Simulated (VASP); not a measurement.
# Ir (Fd-3m) in VASP: notebook, part 2 of 2

VASP 6.6.1. Earlier steps stand in the parts before.

## Step 3: Relaxation of cell and atoms, PBE

This run uses another cell than the first one, of 18.30 Å³/atom.

Input file INCAR:

```
SYSTEM = Ir
  PREC = Accurate
  ENCUT = 500
  EDIFF = 1E-7
  ISMEAR = 0
  SIGMA = 0.1
  LREAL = .False.
  LASPH = .True.
  NELM = 120
  ALGO = Normal
  ISIF = 3
  LWAVE = .False.
  LCHARG = .False.
  GGA = PE
  IBRION = 2
  NSW = 80
  EDIFFG = -0.02
  GGA_COMPAT = .False.
  NELMIN = 4
```

Input file KPOINTS:

```
regular mesh
0
Gamma
  14 14 14
  0 0 0
```

Input file POSCAR:

```
Ir
1.0
    0.0000000000      2.6350000000      2.6350000000
    2.6350000000      0.0000000000      2.6350000000
    2.6350000000      2.6350000000      0.0000000000
Ir
2
Direct
    1.0000000000      1.0000000000      1.0000000000
    0.2500000000      0.2500000000      0.2500000000
```

Potentials or basis: VASP PAW PBE potentials, release 64 (Ir).

The run is started by

```
$ cat potpaw_PBE.64/Ir/POTCAR > POTCAR
$ mpirun -np 1 vasp_std > vasp.out
```

OUTCAR:

```text
SYSTEM = Ir
   PREC = Accurate
   ENCUT = 500
   EDIFF = 1E-7
   ISMEAR = 0
   LREAL = .False.
   LASPH = .True.
   NELM = 120
   ISIF = 3
   GGA = PE
   IBRION = 2
   NSW = 80
   EDIFFG = -0.02
   NELMIN = 4

 ion  position               nearest neighbor table
   1  0.000  0.000  0.000-   2 2.28   2 2.28   2 2.28   2 2.28
   2  0.250  0.250  0.250-   1 2.28   1 2.28   1 2.28   1 2.28

  LATTYP: Found a face centered cubic cell.
 ALAT       =     5.2700000000

  Lattice vectors:

 A1 = (   0.0000000000,   2.6350000000,   2.6350000000)
 A2 = (   2.6350000000,   0.0000000000,   2.6350000000)
 A3 = (   2.6350000000,   2.6350000000,   0.0000000000)

Analysis of symmetry for initial positions (statically):
=====================================================================
 Subroutine PRICEL returns:
 Original cell was already a primitive cell.

 Routine SETGRP: Setting up the symmetry group for a
 face centered cubic supercell.

 Subroutine GETGRP returns: Found 48 space group operations
 (whereof 24 operations were pure point group operations)
 out of a pool of 48 trial point group operations.

The static configuration has the point symmetry T_d .
 The point group associated with its full space group is O_h .

Analysis of symmetry for dynamics (positions and initial velocities):
=====================================================================
 Subroutine PRICEL returns:
 Original cell was already a primitive cell.

 Routine SETGRP: Setting up the symmetry group for a
 face centered cubic supercell.

 Subroutine GETGRP returns: Found 48 space group operations
 (whereof 24 operations were pure point group operations)
 out of a pool of 48 trial point group operations.

The dynamic configuration has the point symmetry T_d .
 The point group associated with its full space group is O_h .

 Subroutine INISYM returns: Found 48 space group operations
 (whereof 24 operations are pure point group operations),
 and found     1 'primitive' translations
[... 96 lines left out ...]
   LREAL  =      F    real-space projection
   EDIFFG = -.2E-01   stopping-criterion for IOM
   NSW    =     80    number of steps for IOM
   IBRION =      2    ionic relax: 0-MD 1-quasi-New 2-CG
   NFREE  =      1    steps in history (QN), initial steepest desc. (CG)
   ISIF   =      3    stress and relaxation
   ISYM   =      2    0-nonsym 1-usesym 2-fastsym
   POTIM  = 0.5000    time-step for ionic-motion
   TEBEG  =    0.0;   TEEND  =   0.0 temperature during run
   PSTRESS=    0.0 pullay stress
   NELECT =      18.0000    total number of electrons
   NUPDOWN=      -1.0000    fix difference up-down
   EMIN   =  10.00;   EMAX   =-10.00  energy-range for DOS
   EFERMI =   0.00;   METHOD = LEGACY
   ISMEAR =     0;   SIGMA  =   0.10  broadening in eV -4-tet -1-fermi 0-gaus
   EFERMI_NEDOS =   21; number of points for ismear=-14 and -15
   IALGO  =     38    algorithm
   IMIX   =      4    mixing-type and parameters
     AMIX     =   0.40;   BMIX     =  1.00
     AMIX_MAG =   1.60;   BMIX_MAG =  1.00
  volume/ion in A,a.u.               =      18.30       123.46
  Fermi-wavevector in a.u.,A,eV,Ry     =   1.292335  2.442159 22.723489  1.670129
  Thomas-Fermi vector in A             =   2.424049
   LORBIT       =      0    0 simple, 1 ext, 2 COOP (PROOUT), +10 PAW based schemes
   GGA     = PE    functional components
   LHFCALC =     F    Hartree Fock is set to
   AEXX    =    0.0000 exact exchange contribution
   IVDW    =     0    specifies the selected vdW correction
   LEPSILON=     F    determine dielectric tensor
   LRPA    =     F    only Hartree local field effects (RPA)
 conjugate gradient relaxation of ions
 non-spin polarized calculation
 Gauss-broadening in eV      SIGMA  =   0.10
  energy-cutoff  :      500.00
  volume of cell :       36.59
 maximum number of plane-waves:       950
   NGX = 13   NGY = 13   NGZ = 13

--------------------------------------- Ionic step        1  -------------------------------------------

 number of electron      18.0000001 magnetization

 Free energy of the ion-electron system (eV)
  ---------------------------------------------------
  ext. energy  EPLUGINS =         0.00000000
  ---------------------------------------------------
  free energy    TOTEN  =       -14.95206879 eV

  energy without entropy =      -14.94450270  energy(sigma->0) =      -14.94828574

------------------------ aborting loop because EDIFF is reached ----------------------------------------

  FORCE on cell =-STRESS in cart. coord.  units (eV):
  Direction    XX          YY          ZZ          XY          YZ          ZX
  --------------------------------------------------------------------------------------
  -------------------------------------------------------------------------------------
  Total        9.9946048      9.9946048      9.9946048      0.0000000      0.0000000     -0.0000000
  in kB      437.6272492    437.6272492    437.6272492      0.0000000      0.0000000     -0.0000000
  external PRESSURE =     437.6272492 kB  Pullay stress =       0.0000000 kB
[... 917 lines left out ...]
--------------------------------------- Ionic step        5  -------------------------------------------

 number of electron      18.0000001 magnetization

 Free energy of the ion-electron system (eV)
  ---------------------------------------------------
  ext. energy  EPLUGINS =         0.00000000
  ---------------------------------------------------
  free energy    TOTEN  =       -15.70582657 eV

  energy without entropy =      -15.69376025  energy(sigma->0) =      -15.69979341

 E-fermi :   5.2106     XC(G=0): -11.1779

 val. band max:        5.2041079203   @ k =   0.2143   0.2143   0.0000
 cond. band min:       5.2200888092   @ k =   0.5000   0.3571   0.0714
 fundamental gap:      0.0159808890
 Fermi energy:         5.2106356351
[... 413 lines left out ...]
  FREE ENERGIE OF THE ION-ELECTRON SYSTEM (eV)
  ---------------------------------------------------
  free  energy   TOTEN  =       -15.7058265692 eV

  energy  without entropy=      -15.6937602468  energy(sigma->0) =      -15.69979341

 reached required accuracy - stopping structural energy minimisation
```

CONTCAR:

```text
Ir
   1.00000000000000
     0.0000000000000000    2.7813999775417058    2.7813999775417058
     2.7813999775417058    0.0000000000000000    2.7813999775417058
     2.7813999775417058    2.7813999775417058   -0.0000000000000000
  Ir
     2
Direct
     0.0000000000000000    0.0000000000000000    0.0000000000000000
     0.2500000000000000    0.2500000000000000    0.2500000000000000

  0.00000000E+00  0.00000000E+00  0.00000000E+00
  0.00000000E+00  0.00000000E+00  0.00000000E+00
```

It took 3.3 min on 1 thread of Intel Xeon Platinum 8259CL at 2.50GHz (Skylake/Cascade Lake), shared host; peak memory 0.2 GiB.

Results:

```
Free energy                           : -15.7058 eV
Relaxed volume                        : 21.52 Å³/atom
Relaxed cell                          : a = 3.933 Å, b = 3.933 Å, c = 3.933 Å, α = 60.00°, β = 60.00°, γ = 60.00°
Space group after relaxing (to 0.1 Å) : Fd-3m (No. 227)
Pressure after relaxing               : 0.0 GPa
Band gap on the k mesh                : zero (bands 9 and 10 overlap by 1.55 eV)
```

Final structure:
```cif
data_structure
_symmetry_space_group_name_H-M 'P 1'
_symmetry_Int_Tables_number 1
_cell_length_a 3.9335
_cell_length_b 3.9335
_cell_length_c 3.9335
_cell_angle_alpha 60.000
_cell_angle_beta 60.000
_cell_angle_gamma 60.000
_cell_volume 43.03
loop_
_atom_site_label
_atom_site_type_symbol
_atom_site_fract_x
_atom_site_fract_y
_atom_site_fract_z
_atom_site_occupancy
Ir1 Ir 0.00000 0.00000 0.00000 1
Ir2 Ir 0.25000 0.25000 0.25000 1
```

Caveat: the volume moved by over 15 % at a fixed basis, so the end points are rough; spin-orbit coupling is left out, which moves the levels of the heavy elements.
